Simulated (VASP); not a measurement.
# Fe (Im-3m) in VASP: further runs, part 3 of 3

VASP 6.6.1.

## (4) Single point, b88 exchange, pbe correlation, collinear spin, ferromagnetic start

This run uses another cell than the first one, of 12.50 Å³/atom.

INCAR reads:

```
  PREC = Accurate
  ENCUT = 690
  EDIFF = 1E-6
  ISMEAR = -1
  SIGMA = 0.05
  LREAL = F
  LASPH = T
  NELM = 200
  ALGO = Normal
  ISIF = 2
  LWAVE = F
  LCHARG = T
  ISPIN = 2
  MAGMOM = 3
  LORBIT = 11
  LMAXMIX = 4
  GGA = LIBXC
  LIBXC1 = GGA_X_B88
  LIBXC2 = GGA_C_PBE
  LELF = T
  LVHAR = T
  NBANDS = 18
  GGA_COMPAT = F
```

KPOINTS reads:

```
Automatic mesh
0
Gamma
  13 13 13
```

POSCAR reads:

```
Fe
1.0
   -1.4619890197      1.4619890197      1.4619890197
    1.4619890197     -1.4619890197      1.4619890197
    1.4619890197      1.4619890197     -1.4619890197
Fe
1
Direct
    0.0000000000      0.0000000000      0.0000000000
```

Potentials or basis: VASP PAW PBE potentials, release 64 (Fe_sv).

Command:

```bash
> cat potpaw_PBE.64/Fe_sv/POTCAR > POTCAR
> mpirun -np 1 vasp_std > vasp.out
```

OUTCAR:

```text
PREC = Accurate
   ENCUT = 690
   EDIFF = 1E-6
   ISMEAR = -1
   LREAL = F
   LASPH = T
   NELM = 200
   ISIF = 2
   ISPIN = 2
   LORBIT = 11
   GGA = LIBXC

 ion  position               nearest neighbor table
   1  0.000  0.000  0.000-

  LATTYP: Found a body centered cubic cell.
 ALAT       =     2.9239780394

  Lattice vectors:

 A1 = (  -1.4619890197,   1.4619890197,   1.4619890197)
 A2 = (   1.4619890197,  -1.4619890197,   1.4619890197)
 A3 = (   1.4619890197,   1.4619890197,  -1.4619890197)

Analysis of symmetry for initial positions (statically):
=====================================================================
 Subroutine PRICEL returns:
 Original cell was already a primitive cell.

 Routine SETGRP: Setting up the symmetry group for a
 body centered cubic supercell.

 Subroutine GETGRP returns: Found 48 space group operations
 (whereof 48 operations were pure point group operations)
 out of a pool of 48 trial point group operations.

The static configuration has the point symmetry O_h .

Analysis of symmetry for dynamics (positions and initial velocities):
=====================================================================
 Subroutine PRICEL returns:
 Original cell was already a primitive cell.

 Routine SETGRP: Setting up the symmetry group for a
 body centered cubic supercell.

 Subroutine GETGRP returns: Found 48 space group operations
 (whereof 48 operations were pure point group operations)
 out of a pool of 48 trial point group operations.

The dynamic configuration has the point symmetry O_h .

Analysis of structural, dynamic, and magnetic symmetry:
=====================================================================
 Subroutine PRICEL returns:
 Original cell was already a primitive cell.

 Routine SETGRP: Setting up the symmetry group for a
 body centered cubic supercell.

 Subroutine GETGRP returns: Found 48 space group operations
 (whereof 48 operations were pure point group operations)
 out of a pool of 48 trial point group operations.

The overall configuration has the point symmetry O_h .

 Subroutine INISYM returns: Found 48 space group operations
 (whereof 48 operations are pure point group operations),
 and found     1 'primitive' translations

----------------------------------------------------------------------------------------

                                     Primitive cell

  volume of cell :      12.4995

  direct lattice vectors                    reciprocal lattice vectors
    -1.461989020  1.461989020  1.461989020     0.000000000  0.341999833  0.341999833
     1.461989020 -1.461989020  1.461989020     0.341999833  0.000000000  0.341999833
     1.461989020  1.461989020 -1.461989020     0.341999833  0.341999833  0.000000000

  length of vectors
     2.532239262  2.532239262  2.532239262     0.483660802  0.483660802  0.483660802

  position of ions in fractional coordinates (direct lattice)
     0.000000000  0.000000000  0.000000000

  ion indices of the primitive-cell ions
   primitive index   ion index
                 1           1

----------------------------------------------------------------------------------------

 KPOINTS: Automatic mesh

Automatic generation of k-mesh.
 Grid dimensions read from file:
 generate k-points for:   13   13   13

 Generating k-lattice:

  Cartesian coordinates                     Fractional coordinates (reciprocal lattice)
     0.000000000  0.026307679  0.026307679     0.076923077  0.000000000  0.000000000
     0.026307679  0.000000000  0.026307679     0.000000000  0.076923077  0.000000000
     0.026307679  0.026307679  0.000000000     0.000000000  0.000000000  0.076923077

  Length of vectors
     0.037204677  0.037204677  0.037204677

  Shift w.r.t. Gamma in fractional coordinates (k-lattice)
     0.000000000  0.000000000  0.000000000

 Subroutine IBZKPT returns following result:
 ===========================================

 Found     84 irreducible k-points:

 Following reciprocal coordinates:
            Coordinates               Weight
  0.000000  0.000000  0.000000      1.000000
  0.076923  0.000000  0.000000     12.000000
  0.153846  0.000000  0.000000     12.000000
  0.230769  0.000000  0.000000     12.000000
  0.307692  0.000000  0.000000     12.000000
  0.384615  0.000000  0.000000     12.000000
[... 16 lines left out ...]
  0.153846  0.076923  0.076923     24.000000
  0.230769  0.076923  0.076923     24.000000
 [... further k-points ...]
   k-points           NKPTS =     84   k-points in BZ     NKDIM =     84   number of bands    NBANDS=     18
   number of dos      NEDOS =    301   number of ions     NIONS =      1
   total plane-waves  NPLWV =  13824
   dimension x,y,z NGX =    24 NGY =   24 NGZ =   24
   dimension x,y,z NGXF=    48 NGYF=   48 NGZF=   48
   ions per type =               1
   NGX,Y,Z   is equivalent  to a cutoff of  15.76, 15.76, 15.76 a.u.
   NGXF,Y,Z  is equivalent  to a cutoff of  31.51, 31.51, 31.51 a.u.
 SYSTEM =  unknown system
   PREC   = accura    normal or accurate (medium, high low for compatibility)
   ISTART =      0    job   : 0-new  1-cont  2-samecut
   ICHARG =      2    charge: 1-file 2-atom 10-const
   ISPIN  =      2    spin polarized calculation?
   LNONCOLLINEAR =      F non collinear calculations
   LSORBIT =      F    spin-orbit coupling
   LASPH  =      T    aspherical Exc in radial PAW
   ENCUT  =  690.0 eV  50.71 Ry    7.12 a.u.   5.42  5.42  5.42*2*pi/ulx,y,z
   NELM   =    200;   NELMIN=  2; NELMDL= -5     # of ELM steps
   EDIFF  = 0.1E-05   stopping-criterion for ELM
   LREAL  =      F    real-space projection
[... 7 lines left out ...]
   TEBEG  =    0.0;   TEEND  =   0.0 temperature during run
   PSTRESS=    0.0 pullay stress
   NELECT =      16.0000    total number of electrons
   NUPDOWN=      -1.0000    fix difference up-down
   EMIN   =  10.00;   EMAX   =-10.00  energy-range for DOS
   EFERMI =   0.00;   METHOD = LEGACY
   ISMEAR =    -1;   SIGMA  =   0.05  broadening in eV -4-tet -1-fermi 0-gaus
   EFERMI_NEDOS =   21; number of points for ismear=-14 and -15
   IALGO  =     38    algorithm
   IMIX   =      4    mixing-type and parameters
     AMIX     =   0.40;   BMIX     =  1.00
     AMIX_MAG =   1.60;   BMIX_MAG =  1.00
  volume/ion in A,a.u.               =      12.50        84.35
  Fermi-wavevector in a.u.,A,eV,Ry     =   1.777532  3.359048 42.989231  3.159619
  Thomas-Fermi vector in A             =   2.842907
   LORBIT       =     11    0 simple, 1 ext, 2 COOP (PROOUT), +10 PAW based schemes
   GGA     = LIBXC    functional components
   LHFCALC =     F    Hartree Fock is set to
   AEXX    =    0.0000 exact exchange contribution
   IVDW    =     0    specifies the selected vdW correction
   LEPSILON=     F    determine dielectric tensor
   LRPA    =     F    only Hartree local field effects (RPA)
 spin polarized calculation
  energy-cutoff  :      690.00
  volume of cell :       12.50
 maximum number of plane-waves:       533
 NGX is ok and might be reduce to    24
   NGX = 11   NGY = 11   NGZ = 11

 number of electron      15.9999998 magnetization       2.3804553

 Free energy of the ion-electron system (eV)
  ---------------------------------------------------
  ext. energy  EPLUGINS =         0.00000000
  ---------------------------------------------------
  free energy    TOTEN  =        -8.18990403 eV

  energy without entropy =       -8.17939891  energy(sigma->0) =       -8.18465147

 E-fermi :  10.5370     XC(G=0): -13.1541

 val. band max:       10.5311984691   @ k =  -0.4615   0.4615   0.0769
 cond. band min:      10.5382529046   @ k =  -0.4615   0.4615   0.3077
 fundamental gap:      0.0070544356
 Fermi energy:        10.5369953447

 spin component 1

 k-point     1 :       0.0000    0.0000    0.0000
  band No.  band energies     occupation
      1     -77.4246      1.00000
      2     -43.3113      1.00000
      3     -43.3113      1.00000
      4     -43.3113      1.00000
      5       2.6348      1.00000
      6       8.3996      1.00000
[... 493 lines left out ...]
     17      43.2185      0.00000
     18      46.3711      0.00000

 [... further k-points ...]

 spin component 2

 k-point     1 :       0.0000    0.0000    0.0000
  band No.  band energies     occupation
      1     -74.5650      1.00000
      2     -40.5062      1.00000
      3     -40.5062      1.00000
      4     -40.5062      1.00000
      5       2.8003      1.00000
      6      10.5143      0.61145
[... 493 lines left out ...]
     17      43.5447      0.00000
     18      46.8913      0.00000

 [... further k-points ...]
[... 5 lines left out ...]
  --------------------------------------------------------------------------------------
  -------------------------------------------------------------------------------------
  Total       -1.1530396     -1.1530396     -1.1530396     -0.0000000     -0.0000000      0.0000000
  in kB     -147.7959280   -147.7959280   -147.7959280     -0.0000000     -0.0000000      0.0000000
  external PRESSURE =    -147.7959280 kB  Pullay stress =       0.0000000 kB

 VOLUME and BASIS-vectors are now :
 -----------------------------------------------------------------------------
  energy-cutoff  :      690.00
  volume of cell :       12.50
      direct lattice vectors                 reciprocal lattice vectors
    -1.461989020  1.461989020  1.461989020     0.000000000  0.341999833  0.341999833
     1.461989020 -1.461989020  1.461989020     0.341999833  0.000000000  0.341999833
     1.461989020  1.461989020 -1.461989020     0.341999833  0.341999833  0.000000000

 POSITION                                       TOTAL-FORCE (eV/Angst)
 -----------------------------------------------------------------------------------
      0.00000      0.00000      0.00000         0.000000     -0.000000      0.000000
 -----------------------------------------------------------------------------------
    total drift:                                0.000000      0.000000     -0.000000

  FREE ENERGIE OF THE ION-ELECTRON SYSTEM (eV)
  ---------------------------------------------------
  free  energy   TOTEN  =        -8.1899040348 eV

  energy  without entropy=       -8.1793989087  energy(sigma->0) =       -8.18465147

 total charge

# of ion       s       p       d       tot
------------------------------------------
    1        2.173   6.021   5.514  13.707

 magnetization (x)

# of ion       s       p       d       tot
------------------------------------------
    1       -0.001  -0.008   2.399   2.390
```

stdout:

```text
POSCAR found type information on POSCAR Fe
 POSCAR found :  1 types and       1 ions
 scaLAPACK will be used
 -----------------------------------------------------------------------------
|                                                                             |
|                                                                             |
|     You enforced a specific xc type in the INCAR file but a different       |
|     I HOPE YOU KNOW WHAT YOU ARE DOING!                                     |
|                                                                             |
 -----------------------------------------------------------------------------

 LDA part: xc-table for (None,None), standard interpolation
 POSCAR, INCAR and KPOINTS ok, starting setup
 FFT: planning ... GRIDC
 FFT: planning ... GRID_SOFT
 FFT: planning ... GRID
 WAVECAR not read
 entering main loop
```

Run time: 20 s. Hardware: 1 thread of Intel Xeon 6975P-C (Granite Rapids), shared host; peak memory 0.17 GiB.

Results:

```
Free energy                                           : -8.1899 eV
Pressure                                              : -14.8 GPa
Net moment                                            : 2.38 μB per cell
Site moments                                          : Fe +2.39 μB
Valence electrons inside the program's atomic spheres : Fe 13.71
```

Caveat: the cell stands under tension; the PAW data sets were made with another functional, which shifts forces and pressure a little.

## (5) The runs side by side

```csv
level,potentials or basis,cell,k mesh,cutoff (eV),grid for exact exchange (PRECFOCK),share of exact exchange,gap on the mesh (eV),pressure (GPa),moment (μB)
HF,"VASP PAW PBE potentials, release 64 (Fe)","a = 2.466 Å, angles 109.5°, 1 atom",7 × 7 × 7,520,Normal,1,none,52.7,2.79
HF,"VASP PAW PBE potentials, release 64 (Fe)","a = 2.483 Å, angles 109.5°, 1 atom",7 × 7 × 7,520,Normal,1,none,53.0,3.17
"b88 exchange, pbe correlation","VASP PAW PBE potentials, release 64 (Fe_sv)","a = 2.532 Å, angles 109.5°, 1 atom",13 × 13 × 13,690,-,-,none,-14.8,2.38
```

Alike in all rows: task single point; spin collinear, ferromagnetic start; smearing fermi-dirac 0.05 eV.

Caveats: some runs use coarse meshes; the PAW data sets were made with another functional, which shifts forces and pressure a little; the cell stands under tension (at least some runs).

Total energies depend on the potentials used, so only differences within one code and one set of settings carry meaning.

The gap in the log of VASP goes by the Fermi energy; the results here count the filled bands.